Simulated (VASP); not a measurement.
# KBr (Fm-3m) in VASP: further runs

Runs on KBr. Level: r2SCAN. Tasks: single point.

All numbers are computed with VASP 6.6.1; they aren't measurements. Logs are shortened: lines on timing, memory, paths and dates and some standing lists are left out, and cuts for length are marked.

### 1 The cell of the first run

It takes space group Fm-3m (No. 225, cubic). The conventional cell has a = 6.608 Å, b = 6.608 Å, c = 6.608 Å, α = 90.00°, β = 90.00°, γ = 90.00°. K (site symmetry m-3m) has 6 Br at 3.30 Å within 4.3 Å. Within 4.3 Å of Br (site symmetry m-3m) lie 6 K at 3.30 Å.

### 2 Single point, r2SCAN

Contents of POSCAR:

```
KBr
1.0
    0.0000000000      3.3039966991      3.3039966991
    3.3039966991      0.0000000000      3.3039966991
    3.3039966991      3.3039966991      0.0000000000
K Br
1 1
Direct
    0.0000000000      0.0000000000      0.0000000000
    0.5000000000      0.5000000000      0.5000000000
```

Contents of INCAR.step1:

```
PREC = Accurate
ENCUT = 520
ISMEAR = 0
SIGMA = 0.05
LREAL = False
LASPH = True
NELM = 80
NBANDS = 15
GGA = PE
ALGO = Normal
EDIFF = 1E-4
LWAVE = True
LCHARG = False
```

Contents of INCAR.step2:

```
PREC = Accurate
ENCUT = 520
EDIFF = 1E-7
ISMEAR = 0
SIGMA = 0.05
LREAL = False
LASPH = True
NELM = 80
ALGO = Normal
ISIF = 2
LWAVE = False
LCHARG = True
METAGGA = R2SCAN
LMIXTAU = True
LELF = True
LVHAR = True
NBANDS = 15
ISTART = 1
```

Contents of KPOINTS:

```
regular mesh
0
Gamma
  6 6 6
```

Potentials or basis: VASP PAW PBE potentials, release 64 (K_sv, Br).

Run with:

```sh
> cat potpaw_PBE.64/K_sv/POTCAR potpaw_PBE.64/Br/POTCAR > POTCAR
> cp INCAR.step1 INCAR
> mpirun -np 1 vasp_std > vasp.out
> cp INCAR.step2 INCAR
> mpirun -np 1 vasp_std > vasp.out
```

OUTCAR:

```text
PREC = Accurate
   ENCUT = 520
   EDIFF = 1E-7
   ISMEAR = 0
   LREAL = False
   LASPH = True
   NELM = 80
   ISIF = 2
   METAGGA = R2SCAN
   ISTART = 1

 ion  position               nearest neighbor table
   1  0.000  0.000  0.000-
   2  0.500  0.500  0.500-

  LATTYP: Found a face centered cubic cell.
 ALAT       =     6.6079933982

  Lattice vectors:

 A1 = (   0.0000000000,   3.3039966991,   3.3039966991)
 A2 = (   3.3039966991,   0.0000000000,   3.3039966991)
 A3 = (   3.3039966991,   3.3039966991,   0.0000000000)

Analysis of symmetry for initial positions (statically):
=====================================================================
 Subroutine PRICEL returns:
 Original cell was already a primitive cell.

 Routine SETGRP: Setting up the symmetry group for a
 face centered cubic supercell.

 Subroutine GETGRP returns: Found 48 space group operations
 (whereof 48 operations were pure point group operations)
 out of a pool of 48 trial point group operations.

The static configuration has the point symmetry O_h .

Analysis of symmetry for dynamics (positions and initial velocities):
=====================================================================
 Subroutine PRICEL returns:
 Original cell was already a primitive cell.

 Routine SETGRP: Setting up the symmetry group for a
 face centered cubic supercell.

 Subroutine GETGRP returns: Found 48 space group operations
 (whereof 48 operations were pure point group operations)
 out of a pool of 48 trial point group operations.

The dynamic configuration has the point symmetry O_h .

 Subroutine INISYM returns: Found 48 space group operations
 (whereof 48 operations are pure point group operations),
 and found     1 'primitive' translations

----------------------------------------------------------------------------------------

                                     Primitive cell

  volume of cell :      72.1355

  direct lattice vectors                    reciprocal lattice vectors
     0.000000000  3.303996699  3.303996699    -0.151331870  0.151331870  0.151331870
     3.303996699  0.000000000  3.303996699     0.151331870 -0.151331870  0.151331870
     3.303996699  3.303996699  0.000000000     0.151331870  0.151331870 -0.151331870

  length of vectors
     4.672556942  4.672556942  4.672556942     0.262114488  0.262114488  0.262114488

  position of ions in fractional coordinates (direct lattice)
     0.000000000  0.000000000  0.000000000
     0.500000000  0.500000000  0.500000000

  ion indices of the primitive-cell ions
   primitive index   ion index
                 1           1
                 2           2

----------------------------------------------------------------------------------------

 KPOINTS: regular mesh

Automatic generation of k-mesh.
 Grid dimensions read from file:
 generate k-points for:    6    6    6

 Generating k-lattice:

  Cartesian coordinates                     Fractional coordinates (reciprocal lattice)
    -0.025221978  0.025221978  0.025221978     0.166666667  0.000000000  0.000000000
     0.025221978 -0.025221978  0.025221978     0.000000000  0.166666667  0.000000000
     0.025221978  0.025221978 -0.025221978     0.000000000  0.000000000  0.166666667

  Length of vectors
     0.043685748  0.043685748  0.043685748

  Shift w.r.t. Gamma in fractional coordinates (k-lattice)
     0.000000000  0.000000000  0.000000000

 Subroutine IBZKPT returns following result:
 ===========================================

 Found     16 irreducible k-points:

 Following reciprocal coordinates:
            Coordinates               Weight
  0.000000  0.000000  0.000000      1.000000
  0.166667  0.000000  0.000000      8.000000
  0.333333  0.000000  0.000000      8.000000
  0.500000  0.000000  0.000000      4.000000
  0.166667  0.166667  0.000000      6.000000
  0.333333  0.166667  0.000000     24.000000
[... 8 lines left out ...]
 -0.333333  0.333333  0.166667     24.000000
 -0.333333  0.500000  0.166667     12.000000
   k-points           NKPTS =     16   k-points in BZ     NKDIM =     16   number of bands    NBANDS=     15
   number of dos      NEDOS =    301   number of ions     NIONS =      2
   total plane-waves  NPLWV =  46656
   dimension x,y,z NGX =    36 NGY =   36 NGZ =   36
   dimension x,y,z NGXF=    72 NGYF=   72 NGZF=   72
   ions per type =               1   1
   NGX,Y,Z   is equivalent  to a cutoff of  12.81, 12.81, 12.81 a.u.
   NGXF,Y,Z  is equivalent  to a cutoff of  25.62, 25.62, 25.62 a.u.
 SYSTEM =  unknown system
   PREC   = accura    normal or accurate (medium, high low for compatibility)
   ISTART =      1    job   : 0-new  1-cont  2-samecut
   ICHARG =      0    charge: 1-file 2-atom 10-const
   ISPIN  =      1    spin polarized calculation?
   LNONCOLLINEAR =      F non collinear calculations
   LSORBIT =      F    spin-orbit coupling
   LASPH  =      T    aspherical Exc in radial PAW
   ENCUT  =  520.0 eV  38.22 Ry    6.18 a.u.   8.69  8.69  8.69*2*pi/ulx,y,z
   NELM   =     80;   NELMIN=  2; NELMDL=  0     # of ELM steps
   EDIFF  = 0.1E-06   stopping-criterion for ELM
   LREAL  =      F    real-space projection
   EDIFFG = 0.1E-05   stopping-criterion for IOM
   NSW    =      0    number of steps for IOM
   IBRION =     -1    ionic relax: 0-MD 1-quasi-New 2-CG
   NFREE  =      0    steps in history (QN), initial steepest desc. (CG)
   ISIF   =      2    stress and relaxation
   ISYM   =      2    0-nonsym 1-usesym 2-fastsym
   POTIM  = 0.5000    time-step for ionic-motion
   TEBEG  =    0.0;   TEEND  =   0.0 temperature during run
   PSTRESS=    0.0 pullay stress
   NELECT =      16.0000    total number of electrons
   NUPDOWN=      -1.0000    fix difference up-down
   EMIN   =  10.00;   EMAX   =-10.00  energy-range for DOS
   EFERMI =   0.00;   METHOD = LEGACY
   ISMEAR =     0;   SIGMA  =   0.05  broadening in eV -4-tet -1-fermi 0-gaus
   EFERMI_NEDOS =   21; number of points for ismear=-14 and -15
   IALGO  =     38    algorithm
   IMIX   =      4    mixing-type and parameters
     AMIX     =   0.40;   BMIX     =  1.00
     AMIX_MAG =   1.60;   BMIX_MAG =  1.00
  volume/ion in A,a.u.               =      36.07       243.40
  Fermi-wavevector in a.u.,A,eV,Ry     =   0.990981  1.872682 13.361504  0.982043
  Thomas-Fermi vector in A             =   2.122690
   LORBIT       =      0    0 simple, 1 ext, 2 COOP (PROOUT), +10 PAW based schemes
   METAGGA = R2SCAN    functional components
   LHFCALC =     F    Hartree Fock is set to
   AEXX    =    0.0000 exact exchange contribution
   IVDW    =     0    specifies the selected vdW correction
   LEPSILON=     F    determine dielectric tensor
   LRPA    =     F    only Hartree local field effects (RPA)
 non-spin polarized calculation
 Gauss-broadening in eV      SIGMA  =   0.05
  energy-cutoff  :      520.00
  volume of cell :       72.14
 maximum number of plane-waves:      1964
   NGX = 17   NGY = 17   NGZ = 17

 number of electron      15.9999997 magnetization

 Free energy of the ion-electron system (eV)
  ---------------------------------------------------
  ext. energy  EPLUGINS =         0.00000000
  ---------------------------------------------------
  free energy    TOTEN  =       -23.24867376 eV

  energy without entropy =      -23.24867376  energy(sigma->0) =      -23.24867376

 E-fermi :  -1.8903     XC(G=0):  -7.7332

 val. band max:       -2.1629523329   @ k =   0.0000   0.0000   0.0000
 cond. band min:       2.9061447200   @ k =   0.0000   0.0000   0.0000
 fundamental gap:      5.0690970529
 Fermi energy:        -1.8902786541

 k-point     1 :       0.0000    0.0000    0.0000
  band No.  band energies     occupation
      1     -31.0535      2.00000
      2     -14.8866      2.00000
      3     -13.7591      2.00000
      4     -13.7591      2.00000
      5     -13.7591      2.00000
      6      -2.1630      2.00000
      7      -2.1630      2.00000
      8      -2.1630      2.00000
      9       2.9061      0.00000
     10       6.0727      0.00000
     11       6.0727      0.00000
     12       6.0727      0.00000
     13       7.0511      0.00000
     14       7.0511      0.00000
     15       9.8802      0.00000

 k-point     2 :       0.1667    0.0000    0.0000
  band No.  band energies     occupation
      1     -31.0521      2.00000
      2     -14.9345      2.00000
      3     -13.7603      2.00000
      4     -13.7603      2.00000
      5     -13.6922      2.00000
      6      -2.5142      2.00000
      7      -2.2490      2.00000
      8      -2.2490      2.00000
      9       3.5546      0.00000
     10       5.8902      0.00000
     11       6.4107      0.00000
     12       6.4107      0.00000
     13       7.4176      0.00000
     14       7.4176      0.00000
     15      10.8664      0.00000

 k-point     3 :       0.3333    0.0000    0.0000
  band No.  band energies     occupation
      1     -31.0495      2.00000
      2     -15.0177      2.00000
      3     -13.7627      2.00000
      4     -13.7627      2.00000
      5     -13.5700      2.00000
      6      -3.0807      2.00000
      7      -2.4114      2.00000
      8      -2.4113      2.00000
      9       4.6235      0.00000
     10       6.1486      0.00000
     11       7.3182      0.00000
     12       7.3182      0.00000
     13       8.3384      0.00000
     14       8.3384      0.00000
     15      10.2069      0.00000
[... 199 lines left out ...]
 k-point    15 :      -0.3333    0.3333    0.1667
  band No.  band energies     occupation
      1     -31.0469      2.00000
      2     -14.9278      2.00000
      3     -13.8058      2.00000
      4     -13.7931      2.00000
      5     -13.6339      2.00000
      6      -2.9799      2.00000
      7      -2.6908      2.00000
      8      -2.5541      2.00000
      9       5.5938      0.00000
     10       5.9804      0.00000
     11       7.2446      0.00000
     12       7.7976      0.00000
     13       8.9365      0.00000
     14       9.3228      0.00000
     15       9.7743      0.00000

 k-point    16 :      -0.3333    0.5000    0.1667
  band No.  band energies     occupation
      1     -31.0465      2.00000
      2     -14.8565      2.00000
      3     -13.8327      2.00000
      4     -13.8066      2.00000
      5     -13.6954      2.00000
      6      -2.8747      2.00000
      7      -2.6296      2.00000
      8      -2.6127      2.00000
      9       4.9514      0.00000
     10       6.5950      0.00000
     11       6.7083      0.00000
     12       7.9276      0.00000
     13       8.6859      0.00000
     14       9.4125      0.00000
     15       9.9361      0.00000

------------------------ aborting loop because EDIFF is reached ----------------------------------------

  FORCE on cell =-STRESS in cart. coord.  units (eV):
  Direction    XX          YY          ZZ          XY          YZ          ZX
  --------------------------------------------------------------------------------------
  -------------------------------------------------------------------------------------
  Total        0.0014009      0.0014009      0.0014009      0.0000000      0.0000000     -0.0000000
  in kB        0.0311138      0.0311138      0.0311138      0.0000000      0.0000000     -0.0000000
  external PRESSURE =       0.0311138 kB  Pullay stress =       0.0000000 kB

 VOLUME and BASIS-vectors are now :
 -----------------------------------------------------------------------------
  energy-cutoff  :      520.00
  volume of cell :       72.14
      direct lattice vectors                 reciprocal lattice vectors
     0.000000000  3.303996699  3.303996699    -0.151331870  0.151331870  0.151331870
     3.303996699  0.000000000  3.303996699     0.151331870 -0.151331870  0.151331870
     3.303996699  3.303996699  0.000000000     0.151331870  0.151331870 -0.151331870

 POSITION                                       TOTAL-FORCE (eV/Angst)
 -----------------------------------------------------------------------------------
      0.00000      0.00000      0.00000         0.000000      0.000000      0.000000
      3.30400      3.30400      3.30400        -0.000000     -0.000000     -0.000000
 -----------------------------------------------------------------------------------
    total drift:                                0.000000      0.000000      0.000000

  FREE ENERGIE OF THE ION-ELECTRON SYSTEM (eV)
  ---------------------------------------------------
  free  energy   TOTEN  =       -23.2486737574 eV

  energy  without entropy=      -23.2486737574  energy(sigma->0) =      -23.24867376
```

Wall time 85 s (1 thread of Intel Xeon 6975P-C, shared host); peak memory 0.22 GiB.

What came out:

* Free energy: -23.2487 eV
* Pressure: 0.0 GPa
* Band gap on the k mesh: 5.07 eV, direct

Levels at points of the mesh, in eV from the valence-band top:
```
           k point  band 5  band 6  band 7  band 8  band 9  band 10  band 11  band 12
(0.00, 0.00, 0.00)  -11.60    0.00    0.00    0.00    5.07     8.24     8.24     8.24
(0.50, 0.00, 0.00)  -11.35   -1.16   -0.33   -0.33    7.13     8.86    10.52    10.52
(0.50, 0.50, 0.00)  -11.63   -0.82   -0.29   -0.29    6.36     8.02    10.12    10.20
```

Caveat: the PAW data sets were made with another functional, which shifts forces and pressure a little. r2SCAN opens gaps a little over a GGA but as a rule still falls short of measured ones.

(Part 1 of 2 ends here.)
